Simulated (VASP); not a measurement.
# Pt (P6_3/mmc) in VASP: notebook, part 2 of 2

VASP 6.6.1.

**4. Single point, PBEsol (strain -0.050 along x and y, +0.025 along z)**

INCAR

```
PREC     = Accurate       # precision mode
ENCUT    = 520            # plane-wave cutoff, eV
EDIFF    = 1E-7           # SCF threshold, eV
ISMEAR   = 0              # smearing method
SIGMA    = 0.15           # smearing width, eV
LREAL    = F              # projectors in reciprocal space
LASPH    = T              # aspherical terms in the spheres
NELM     = 80             # most SCF steps
ALGO     = Fast           # electronic algorithm
ISIF     = 2              # what is computed and relaxed
LWAVE    = F              # write WAVECAR
LCHARG   = F              # write CHGCAR
GGA      = PS             # functional
NBANDS   = 17             # bands
```

KPOINTS

```
Automatic mesh
0
Gamma
  24 24 14
```

POSCAR

```
Pt
1.0
    2.5889111393      0.0000000000      0.0000000000
   -1.2944555697      2.2420628147      0.0000000000
    0.0000000000      0.0000000000      4.8244757716
Pt
2
Direct
    0.6666666667      0.3333333333      0.7500000000
    0.3333333333      0.6666666667      0.2500000000
```

Potentials or basis: VASP PAW PBE potentials, release 64 (Pt).

The run is started by

```console
$ cat potpaw_PBE.64/Pt/POTCAR > POTCAR
$ mpirun -np 1 vasp_std > vasp.out
```

OUTCAR:

```text
PREC = Accurate
   ENCUT = 520
   EDIFF = 1E-7
   ISMEAR = 0
   LREAL = F
   LASPH = T
   NELM = 80
   ISIF = 2
   GGA = PS

 ion  position               nearest neighbor table
   1  0.667  0.333  0.750-   2 2.84   2 2.84   2 2.84   2 2.84   2 2.84   2 2.84
   2  0.333  0.667  0.250-   1 2.84   1 2.84   1 2.84   1 2.84   1 2.84   1 2.84

  LATTYP: Found a hexagonal cell.
 ALAT       =     2.5889111393
 C/A-ratio  =     1.8635153978

  Lattice vectors:

[... 668 lines left out ...]

 [... further k-points ...]

------------------------ aborting loop because EDIFF is reached ----------------------------------------

  FORCE on cell =-STRESS in cart. coord.  units (eV):
  Direction    XX          YY          ZZ          XY          YZ          ZX
  --------------------------------------------------------------------------------------
  -------------------------------------------------------------------------------------
  Total        7.6733810      7.6733810      1.6136155     -0.0000000      0.0000000      0.0000000
  in kB      439.0179683    439.0179683     92.3199551     -0.0000000      0.0000000      0.0000000
  external PRESSURE =     323.4519639 kB  Pullay stress =       0.0000000 kB

 VOLUME and BASIS-vectors are now :
 -----------------------------------------------------------------------------
  energy-cutoff  :      520.00
  volume of cell :       28.00
      direct lattice vectors                 reciprocal lattice vectors
     2.588911139  0.000000000  0.000000000     0.386262775  0.223008917  0.000000000
    -1.294455570  2.242062815  0.000000000     0.000000000  0.446017834  0.000000000
     0.000000000  0.000000000  4.824475772     0.000000000  0.000000000  0.207276406

 POSITION                                       TOTAL-FORCE (eV/Angst)
 -----------------------------------------------------------------------------------
      1.29446      0.74735      3.61836         0.000000      0.000000      0.000000
     -0.00000      1.49471      1.20612         0.000000      0.000000     -0.000000
 -----------------------------------------------------------------------------------
    total drift:                                0.000000     -0.000000      0.000000

  FREE ENERGIE OF THE ION-ELECTRON SYSTEM (eV)
  ---------------------------------------------------
  free  energy   TOTEN  =       -13.4762685829 eV

  energy  without entropy=      -13.4486633583  energy(sigma->0) =      -13.46246597
```

Wall time 2.2 min (1 thread of AMD EPYC 9R45 (Zen 5), shared host); peak memory 0.27 GiB.

Results:

```yaml
Free_energy: -13.4763 eV
Pressure: 32.3 GPa
Band_gap_on_the_k_mesh: zero (band 10 reaches 13.51 eV, above the bottom of band 11 at 11.61 eV)
```

Levels at points of the mesh, in eV from the Fermi level:
```csv
k point,band 7,band 8,band 9,band 10,band 11,band 12,band 13,band 14
"(0.00, 0.00, 0.00)",-3.88,-1.84,-1.61,-1.61,-0.14,-0.14,4.52,14.42
"(0.50, 0.00, 0.00)",-2.89,-0.17,0.83,0.99,2.61,4.31,8.08,8.80
"(0.00, 0.00, 0.50)",-4.15,-4.15,-0.74,-0.74,-0.74,-0.74,11.17,11.17
"(0.50, 0.00, 0.50)",-1.15,-1.15,0.92,0.92,1.64,1.64,7.83,7.83
```

Caveat: the cell differs from its parent crystal (strain -0.050 along x and y, +0.025 along z); the PAW data sets were made with another functional, which shifts forces and pressure a little; spin-orbit coupling is left out, which moves the levels of the heavy elements.

**5. Single point, PBEsol (strain -0.025 along x and y, -0.025 along z)**

INCAR

```
PREC = Accurate
ENCUT = 520
EDIFF = 1E-6
ISMEAR = 0
SIGMA = 0.15
LREAL = F
LASPH = T
NELM = 100
ALGO = Fast
ISIF = 2
LWAVE = F
LCHARG = F
GGA = PS
NBANDS = 17
```

KPOINTS

```
regular mesh
0
Gamma
  24 24 14
```

POSCAR

```
Pt
1.0
    2.6570403798      0.0000000000      0.0000000000
   -1.3285201899      2.3010644678      0.0000000000
    0.0000000000      0.0000000000      4.5891354900
Pt
2
Direct
    0.6666666667      0.3333333333      0.7500000000
    0.3333333333      0.6666666667      0.2500000000
```

The run is started by

```console
$ cat potpaw_PBE.64/Pt/POTCAR > POTCAR
$ mpirun -np 1 vasp_std > vasp.out
```

Wall time 1.7 min (1 thread of AMD EPYC 9R45 (Zen 5), shared host); peak memory 0.27 GiB.

The run converged. Its results:

* Free energy: -13.6542 eV
* Pressure: 26.1 GPa
* Band gap on the k mesh: zero (band 10 reaches 13.14 eV, above the bottom of band 11 at 11.56 eV)

Stress tensor (GPa, compression positive):
```
27.55  0.00  0.00
 0.00 27.55  0.00
 0.00  0.00 23.16
```

Levels at points of the mesh, in eV from the Fermi level:
```tsv
k point	band 7	band 8	band 9	band 10	band 11	band 12	band 13	band 14
(0.00, 0.00, 0.00)	-3.69	-2.23	-2.23	-1.30	-0.27	-0.27	5.53	14.80
(0.50, 0.00, 0.00)	-3.27	0.05	0.36	0.62	2.49	4.13	7.86	9.41
(0.00, 0.00, 0.50)	-4.14	-4.14	-0.96	-0.96	-0.96	-0.96	12.75	12.75
(0.50, 0.00, 0.50)	-1.18	-1.18	0.51	0.51	1.64	1.64	7.34	7.34
```

Caveat: the cell differs from its parent crystal (strain -0.025 along x and y, -0.025 along z); the PAW data sets were made with another functional, which shifts forces and pressure a little; spin-orbit coupling is left out, which moves the levels of the heavy elements.

**6. Single point, PBEsol (strain -0.050 along x and y, +0.050 along z)**

INCAR

```
SYSTEM = Pt
PREC = Accurate
ENCUT = 520
EDIFF = 1E-6
ISMEAR = 0
SIGMA = 0.15
LREAL = .FALSE.
LASPH = .TRUE.
NELM = 60
ALGO = Fast
ISIF = 2
LWAVE = .FALSE.
LCHARG = .FALSE.
GGA = PS
NBANDS = 17
```

KPOINTS

```
regular mesh
0
G
  24 24 14
  0 0 0
```

POSCAR

```
Pt
1.0
    2.5889111393      0.0000000000      0.0000000000
   -1.2944555697      2.2420628147      0.0000000000
    0.0000000000      0.0000000000      4.9421459123
Pt
2
Direct
    0.6666666667      0.3333333333      0.7500000000
    0.3333333333      0.6666666667      0.2500000000
```

Potentials or basis: VASP PAW PBE potentials, release 64 (Pt).

The run is started by

```console
$ cat potpaw_PBE.64/Pt/POTCAR > POTCAR
$ mpirun -np 1 vasp_std > vasp.out
```

It took 2 min on 1 thread of AMD EPYC 9R45 (Zen 5), shared host; peak memory 0.27 GiB.

It converged, with:

| Quantity | Value |
| --- | --- |
| Free energy | -13.4935 eV |
| Pressure | 25.2 GPa |
| Band gap on the k mesh | zero (band 10 reaches 13.08 eV, above the bottom of band 11 at 11.16 eV) |

Stress tensor (GPa, compression positive):
```
38.26  0.00  0.00
 0.00 38.26  0.00
 0.00  0.00 -0.95
```

Levels at points of the mesh, in eV from the Fermi level:
| k point | band 8 | band 9 | band 10 | band 11 | band 12 | band 13 |
| --- | --- | --- | --- | --- | --- | --- |
| (0.00, 0.00, 0.00) | -1.85 | -1.36 | -1.36 | -0.09 | -0.09 | 4.04 |
| (0.50, 0.00, 0.00) | -0.22 | 0.94 | 1.07 | 2.58 | 4.25 | 8.02 |
| (0.00, 0.00, 0.50) | -4.01 | -0.63 | -0.63 | -0.63 | -0.63 | 10.48 |
| (0.50, 0.00, 0.50) | -1.08 | 1.01 | 1.01 | 1.65 | 1.65 | 7.79 |

Caveat: the cell differs from its parent crystal (strain -0.050 along x and y, +0.050 along z); the PAW data sets were made with another functional, which shifts forces and pressure a little; spin-orbit coupling is left out, which moves the levels of the heavy elements.

**7. Single point, PBEsol (strain +0.000 along x and y, -0.050 along z)**

INCAR

```
SYSTEM = Pt
PREC = Accurate
ENCUT = 520
EDIFF = 1E-7
ISMEAR = 0
SIGMA = 0.15
LREAL = .False.
LASPH = .True.
NELM = 100
ALGO = Fast
ISIF = 2
LWAVE = .False.
LCHARG = .False.
GGA = PS
NBANDS = 17
```

KPOINTS

```
Automatic mesh
0
Gamma
  24 24 14
  0 0 0
```

POSCAR

```
Pt
1.0
    2.7251696203      0.0000000000      0.0000000000
   -1.3625848102      2.3600661208      0.0000000000
    0.0000000000      0.0000000000      4.4714653493
Pt
2
Direct
    0.6666666667      0.3333333333      0.7500000000
    0.3333333333      0.6666666667      0.2500000000
```

Potentials or basis: VASP PAW PBE potentials, release 64 (Pt).

The run is started by

```console
$ cat potpaw_PBE.64/Pt/POTCAR > POTCAR
$ mpirun -np 1 vasp_std > vasp.out
```

OUTCAR:

```text
SYSTEM = Pt
   PREC = Accurate
   ENCUT = 520
   EDIFF = 1E-7
   ISMEAR = 0
   LREAL = .False.
   LASPH = .True.
   NELM = 100
   ISIF = 2
   GGA = PS

 ion  position               nearest neighbor table
   1  0.667  0.333  0.750-   2 2.73   2 2.73   2 2.73   2 2.73   2 2.73   2 2.73
   2  0.333  0.667  0.250-   1 2.73   1 2.73   1 2.73   1 2.73   1 2.73   1 2.73

  LATTYP: Found a hexagonal cell.
 ALAT       =     2.7251696203
 C/A-ratio  =     1.6408025820

  Lattice vectors:

 A1 = (   2.7251696203,   0.0000000000,   0.0000000000)
 A2 = (  -1.3625848102,   2.3600661208,   0.0000000000)
[... 652 lines left out ...]
      5       8.3261      2.00000
      6       8.5560      2.00000
[... 9 lines left out ...]
     16      23.7991      0.00000
     17      25.8017      0.00000

 [... further k-points ...]
[... 5 lines left out ...]
  --------------------------------------------------------------------------------------
  -------------------------------------------------------------------------------------
  Total        2.2982558      2.2982558      4.0195269     -0.0000000     -0.0000000      0.0000000
  in kB      128.0387319    128.0387319    223.9329221     -0.0000000     -0.0000000      0.0000000
  external PRESSURE =     160.0034620 kB  Pullay stress =       0.0000000 kB

 VOLUME and BASIS-vectors are now :
 -----------------------------------------------------------------------------
  energy-cutoff  :      520.00
  volume of cell :       28.76
      direct lattice vectors                 reciprocal lattice vectors
     2.725169620  0.000000000  0.000000000     0.366949636  0.211858471  0.000000000
    -1.362584810  2.360066121  0.000000000     0.000000000  0.423716942  0.000000000
     0.000000000  0.000000000  4.471465349     0.000000000  0.000000000  0.223640333

 POSITION                                       TOTAL-FORCE (eV/Angst)
 -----------------------------------------------------------------------------------
      1.36258      0.78669      3.35360        -0.000000     -0.000000      0.000000
     -0.00000      1.57338      1.11787         0.000000      0.000000      0.000000
 -----------------------------------------------------------------------------------
    total drift:                               -0.000000      0.000000     -0.000000

  FREE ENERGIE OF THE ION-ELECTRON SYSTEM (eV)
  ---------------------------------------------------
  free  energy   TOTEN  =       -13.7241886750 eV

  energy  without entropy=      -13.6792602491  energy(sigma->0) =      -13.70172446
```

Wall time 2.6 min (1 thread of AMD EPYC 9R45 (Zen 5), shared host); peak memory 0.27 GiB.

Results:

| Item | Value |
| --- | --- |
| Free energy | -13.7242 eV |
| Pressure | 16.0 GPa |
| Band gap on the k mesh | zero (band 10 reaches 12.44 eV, above the bottom of band 11 at 11.04 eV) |

Stress tensor (GPa, compression positive):
```
12.80  0.00  0.00
 0.00 12.80  0.00
 0.00  0.00 22.39
```

Caveat: the cell differs from its parent crystal (strain +0.000 along x and y, -0.050 along z); the PAW data sets were made with another functional, which shifts forces and pressure a little; spin-orbit coupling is left out, which moves the levels of the heavy elements.

**8. Summary**

```tsv
cell	further INCAR settings	gap on the mesh (eV)	pressure (GPa)
a = 2.589, b = 2.589, c = 4.707 Å, angles 90.0, 90.0, 120.0°, 2 atoms	ALGO = Fast; EDIFF = 1e-06; NBANDS = 17	none	41.2
a = 2.657, b = 2.657, c = 4.471 Å, angles 90.0, 90.0, 120.0°, 2 atoms	ALGO = Fast; EDIFF = 1e-06; NBANDS = 17	none	37.0
a = 2.589, b = 2.589, c = 4.824 Å, angles 90.0, 90.0, 120.0°, 2 atoms	ALGO = Fast; EDIFF = 1e-07; NBANDS = 17	none	32.3
a = 2.657, b = 2.657, c = 4.589 Å, angles 90.0, 90.0, 120.0°, 2 atoms	ALGO = Fast; EDIFF = 1e-06; NBANDS = 17	none	26.1
a = 2.589, b = 2.589, c = 4.942 Å, angles 90.0, 90.0, 120.0°, 2 atoms	ALGO = Fast; EDIFF = 1e-06; NBANDS = 17	none	25.2
a = 2.725, b = 2.725, c = 4.471 Å, angles 90.0, 90.0, 120.0°, 2 atoms	ALGO = Fast; EDIFF = 1e-07; NBANDS = 17	none	16.0
```

Alike in all rows: task single point; level PBEsol; potentials or basis VASP PAW PBE potentials, release 64 (Pt); no spin polarisation; k mesh 24 × 24 × 14; cutoff (eV) 520; smearing gaussian 0.15 eV.

Caveats: the PAW data sets were made with another functional, which shifts forces and pressure a little; spin-orbit coupling is left out, which moves the levels of the heavy elements.

Absolute energies hang on the potentials; compare differences alone.
